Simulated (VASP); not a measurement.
Wanted: the native input for a VASP 6.6.1 run.

```yaml
Task: single point
Functional: PBE
Potentials_or_basis: VASP PAW PBE potentials, release 64 (Mg)
Cutoff: 520 eV
k_mesh: 6 × 6 × 1
Occupations: gaussian, width 0.1 eV
Spin: no spin polarisation
Dipole_correction: yes
Further_INCAR_settings: LREAL = Auto; ALGO = Fast; EDIFF = 1e-06; NBANDS = 31
```

The structure of Mg lies in POSCAR:

```
Mg
1.0
    6.4201385733      0.0000000000      0.0000000000
   -3.2100692866      5.5600031003      0.0000000000
    0.0000000000      0.0000000000     23.2147784448
Mg
17
Direct
    0.3333333333      0.1666666667      0.1723040351
    0.3333333333      0.6666666667      0.1723040351
    0.8333333334      0.1666666667      0.1723040351
    0.8333333333      0.6666666667      0.1723040351
    0.1666666667      0.3333333333      0.2829644269
    0.1666666667      0.8333333333      0.2829644269
    0.6666666666      0.3333333333      0.2829644269
    0.6666666666      0.8333333333      0.2829644269
    0.3333333333      0.1666666667      0.3920793236
    0.3333333333      0.6666666667      0.3920793236
    0.8333333334      0.1666666667      0.3920793236
    0.8333333333      0.6666666667      0.3920793236
    0.1666666667      0.3333333333      0.5046258991
    0.1666666667      0.8333333333      0.5046258991
    0.6666666666      0.3333333333      0.5046258991
    0.6666666666      0.8333333333      0.5046258991
    0.2500000000      0.5000000000      0.6232428533
```

The input as run:

INCAR

```
PREC = Accurate ; ENCUT = 520
EDIFF = 1E-6 ; ISMEAR = 0
SIGMA = 0.1 ; LREAL = Auto
LASPH = True ; NELM = 60
ALGO = Fast ; ISIF = 2
LWAVE = False ; LCHARG = False
LDIPOL = True ; IDIPOL = 3
DIPOL = 0.5 0.5 0.355 ; GGA = PE
NBANDS = 31
```

KPOINTS

```
regular mesh
0
Gamma
  6 6 1
```

Potentials or basis: VASP PAW PBE potentials, release 64 (Mg).

Command:

```sh
$ cat potpaw_PBE.64/Mg/POTCAR > POTCAR
$ mpirun -np 1 vasp_std > vasp.out
```

Results of the run:

```
Largest force          : 0.335 eV/Å
Band gap on the k mesh : zero (bands 17 and 18 overlap by 0.82 eV)
```

Wall time 23 min on 1 thread of Oxide Virtual Turin-like Processor, on a shared host, peak memory 0.83 GiB.
